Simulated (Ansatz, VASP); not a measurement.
KCl: VASP beside Ansatz

The input INCAR:

```
SYSTEM = KCl
ALGO = Normal ; EDIFF = 1E-7
ENCUT = 520 ; GGA = PS
ISIF = 2 ; ISMEAR = 0
LASPH = .TRUE. ; LCHARG = .FALSE.
LREAL = .FALSE. ; LWAVE = .FALSE.
NBANDS = 24 ; NELM = 80
PREC = Accurate ; SIGMA = 0.05
```

KPOINTS

```
k-points
0
G
  6 6 6
  0 0 0
```

The input POSCAR:

```
KCl
1.0
    0.0000000000     -3.1207041401     -3.1207041401
   -3.1207041401      0.0000000000     -3.1207041401
    3.1207041401      3.1207041401     -6.2414082803
K Cl
2 2
Direct
    0.4892851460      0.5371392879      0.4918648831
    0.0595255555      0.9465904783     -0.0081351169
    0.7230829979      0.7589723340      0.7589723340
    0.2230829979      0.2589723340      0.2589723340
```

Input for Ansatz:

```yaml
crystal:
  lattice:
    - [0.0, -3.1207041401, -3.1207041401]
    - [-3.1207041401, 0.0, -3.1207041401]
    - [3.1207041401, 3.1207041401, -6.2414082803]
  atoms:
    - { symbol: K, position: [0.489285146, 0.5371392879, 0.4918648831] }
    - { symbol: K, position: [0.0595255555, 0.9465904783, -0.0081351169] }
    - { symbol: Cl, position: [0.7230829979, 0.758972334, 0.758972334] }
    - { symbol: Cl, position: [0.2230829979, 0.258972334, 0.258972334] }
basis:
  ecutwfc: 420
kpoints:
  mp_grid: { grid: [6, 6, 6] }
hamiltonian:
  xc: pbesol
scf:
  occupations: { method: gaussian, width: 0.05 }
output:
  forces: true
  stress: true
  eigenvalues: true
```

Change from the starting cell: mode 4 frozen in at -0.182 Å and mode 9 at -0.112 Å (largest displacements).

Alike in both runs: task single point; functional PBEsol; k mesh 6 × 6 × 6; occupations gaussian, width 0.05 eV; no spin polarisation.

|  | VASP | Ansatz |
| --- | --- | --- |
| version | VASP 6.6.1 | Ansatz 0.2.0 |
| potentials or method | VASP PAW PBE potentials, release 64 (K_sv, Cl), cutoff 520 eV | scalar-relativistic, plane waves, PAW |
| valence electrons in the cell | 32 | 32 |

|  | VASP | Ansatz | Ansatz less VASP |
| --- | --- | --- | --- |
| gap on the k mesh at the Fermi level (eV) | 5.12 | 5.12 | +0.004 |
| least direct gap on the mesh (eV) | 5.12 | 5.12 | +0.004 |
| pressure (GPa) | 0.7 | 0.6 | -0.06 |
| traceless stress, the component that is largest in VASP (GPa) | 0.94 | 0.92 | -0.018 |
| rms of the force components (eV/Å) | 0.259 | 0.253 | -0.0055 |

VASP's potentials were made for PBE, not for PBEsol. Atom by atom the forces differ by 0.006 eV/Å (rms over components).
